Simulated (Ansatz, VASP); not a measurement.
# VN: VASP beside Ansatz

Contents of INCAR:

```
SYSTEM = VN
ALGO = Normal
EDIFF = 1E-6
ENCUT = 600
GGA = PE
GGA_COMPAT = .False.
ISIF = 2
ISMEAR = 0
LASPH = .True.
LCHARG = .True.
LELF = .True.
LREAL = .False.
LVHAR = .True.
LWAVE = .False.
NBANDS = 16
NELM = 120
PREC = Accurate
SIGMA = 0.1
```

KPOINTS

```
k-points
0
Gamma
  8 8 8
  0 0 0
```

POSCAR

```
VN
1.0
    0.0000000000      2.0920707581      2.0920707581
    2.0920707581      0.0000000000      2.0920707581
    2.0920707581      2.0920707581      0.0000000000
V N
1 1
Direct
    0.5000000000      0.5000000000      0.5000000000
    0.0000000000      0.0000000000      0.0000000000
```

Input for Ansatz:

```yaml
crystal:
  lattice:
    - [0.0, 2.0920707581, 2.0920707581]
    - [2.0920707581, 0.0, 2.0920707581]
    - [2.0920707581, 2.0920707581, 0.0]
  atoms:
    - { symbol: V, position: [0.5, 0.5, 0.5] }
    - { symbol: "N", position: [0.0, 0.0, 0.0] }
basis:
  ecutwfc: 420
kpoints:
  mp_grid: { grid: [8, 8, 8] }
hamiltonian:
  xc: pbe
scf:
  occupations: { method: gaussian, width: 0.1 }
output:
  forces: true
  stress: true
  eigenvalues: true
```

Alike in both runs: task single point; functional PBE; k mesh 8 × 8 × 8; occupations gaussian, width 0.1 eV; no spin polarisation.

|  | VASP | Ansatz |
| --- | --- | --- |
| version | VASP 6.6.1 | Ansatz 0.2.0 |
| potentials or method | VASP PAW PBE potentials, release 64 (V_sv, N), cutoff 600 eV | scalar-relativistic, plane waves, PAW |
| valence electrons in the cell | 18 | 18 |

```csv
,VASP,Ansatz,Ansatz less VASP
gap on the k mesh at the Fermi level (eV),none,none,-
pressure (GPa),-13.4,-13.8,-0.39
```

A gap of «none» marks a metal or a gap that the smearing closes. With one functional, cell and mesh, what is left measures potentials, basis and numerics.
